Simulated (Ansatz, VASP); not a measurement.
## Na: VASP beside Ansatz

File INCAR:

```
SYSTEM = Na
  PREC = Accurate
  ENCUT = 520
  EDIFF = 1E-7
  ISMEAR = 0
  SIGMA = 0.15
  LREAL = .False.
  LASPH = .True.
  NELM = 80
  ALGO = Fast
  ISIF = 2
  LWAVE = .False.
  LCHARG = .False.
  GGA = PS
  NBANDS = 14
```

Contents of KPOINTS:

```
regular mesh
0
Gamma
  12 12 8
  0 0 0
```

Contents of POSCAR:

```
Na
1.0
    3.9553510475      0.0000000000      0.0000000000
   -1.9776755237      3.4254344880      0.0000000000
    0.0000000000      0.0000000000      5.8463000000
Na
2
Direct
    0.3333333333      0.6666666667      0.2500000000
    0.6666666667      0.3333333333      0.7500000000
```

Input for Ansatz:

```yaml
crystal:
  lattice:
    - [3.9553510475, 0.0, 0.0]
    - [-1.9776755237, 3.425434488, 0.0]
    - [0.0, 0.0, 5.8463]
  atoms:
    - { symbol: Na, position: [0.3333333333, 0.6666666667, 0.25] }
    - { symbol: Na, position: [0.6666666667, 0.3333333333, 0.75] }
basis:
  ecutwfc: 420
kpoints:
  mp_grid: { grid: [12, 12, 8] }
hamiltonian:
  xc: pbesol
scf:
  occupations: { method: gaussian, width: 0.15 }
output:
  forces: true
  stress: true
  eigenvalues: true
  write_density: true
  write_potential: true
  elf: true
  volumetric_format: npy
```

Change from the starting cell: strain +0.050 along x and y, -0.050 along z, atoms carried along.

Alike in both runs: task single point; functional PBEsol; k mesh 12 × 12 × 8; occupations gaussian, width 0.15 eV; no spin polarisation.

|  | VASP | Ansatz |
| --- | --- | --- |
| version | VASP 6.6.1 | Ansatz 0.2.0 |
| potentials or method | VASP PAW PBE potentials, release 64 (Na_pv), cutoff 520 eV | scalar-relativistic, plane waves, PAW |
| valence electrons in the cell | 14 | 18 |

```csv
,VASP,Ansatz,Ansatz less VASP
gap on the k mesh at the Fermi level (eV),none,none,-
pressure (GPa),-0.5,-0.5,-0.01
"traceless stress, the component that is largest in VASP (GPa)",0.62,0.62,-0.001
```

VASP's potentials were made for PBE, not for PBEsol. A gap of «none» marks a metal or a gap that the smearing closes. With one functional, cell and mesh, what is left measures potentials, basis and numerics. VASP's potentials hold 14 valence electrons a cell and Ansatz's 18, so a difference there can come from the potentials and not from the codes.
